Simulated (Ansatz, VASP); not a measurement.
# One calculation of Co, two programs

```
CELL_PARAMETERS angstrom
0.00000 1.76910 1.76910
1.76910 0.00000 1.76910
1.76910 1.76910 0.00000
ATOMIC_POSITIONS crystal
Co 0.00000 0.00000 0.00000
```

Alike in both runs: task relaxation of cell and atoms; functional PBE; k mesh 15 × 15 × 15; occupations fermi-dirac, width 0.1 eV; no spin polarisation.

```csv
,VASP,Ansatz
version,VASP 6.6.1,Ansatz 0.2.0
potentials or method,"VASP PAW PBE potentials, release 64 (Co_sv), cutoff 690 eV","plane waves (420 eV) with PAW, scalar-relativistic"
valence electrons in the cell,17,17
```

```csv
,VASP,Ansatz,Ansatz less VASP
relaxed volume (Å³/atom),10.30,10.34,+0.032
relaxed length of the cell vector where the two differ most in proportion (Å),2.443,2.445,+0.0025
```
